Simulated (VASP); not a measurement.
Write the native input for VASP 6.6.1 that does the following.

- Task: single point
- Functional: PBE
- Potentials or basis: VASP PAW PBE potentials, release 64 (W_sv, C)
- Cutoff: 520 eV
- k mesh: 9 × 9 × 1
- Occupations: gaussian, width 0.1 eV
- Spin: no spin polarisation
- Dipole correction: yes
- Further INCAR settings: ALGO = Normal; EDIFF = 1e-07; NBANDS = 31

The structure of W3C lies in POSCAR:

```
W3C
1.0
    2.8547213223      0.0000000000      0.0000000000
    0.0000000000      2.8547213223      0.0000000000
    0.0000000000      0.0000000000     19.4446427381
W C
3 1
Direct
    0.5000000000      0.5000000000      0.2057121879
    0.0000000000      0.0000000000      0.3071172995
    0.5000000000      0.5000000000      0.4085774599
    0.5000000000      0.5000000000      0.5043533529
```

One way to write it, as run:

INCAR

```
ALGO = Normal ; DIPOL = 0.5 0.5 0.356
EDIFF = 1E-7 ; ENCUT = 520
GGA = PE ; IDIPOL = 3
ISIF = 2 ; ISMEAR = 0
LASPH = True ; LCHARG = False
LDIPOL = True ; LREAL = False
LWAVE = False ; NBANDS = 31
NELM = 80 ; PREC = Accurate
SIGMA = 0.1
```

KPOINTS

```
k-points
0
Gamma
  9 9 1
```

Potentials or basis: VASP PAW PBE potentials, release 64 (W_sv, C).

Command:

```sh
$ cat potpaw_PBE.64/W_sv/POTCAR potpaw_PBE.64/C/POTCAR > POTCAR
$ mpirun -np 1 vasp_std > vasp.out
```

It gave:

* Largest force: 0.324 eV/Å
* Band gap on the k mesh: zero (bands 23 and 24 overlap by 0.28 eV)

Caveat: spin-orbit coupling is left out, which moves the levels of the heavy elements.

It took 75 s on 1 thread of Intel(R) Xeon(R) 6975P-C (Granite Rapids), on a shared host, peak memory 0.29 GiB.
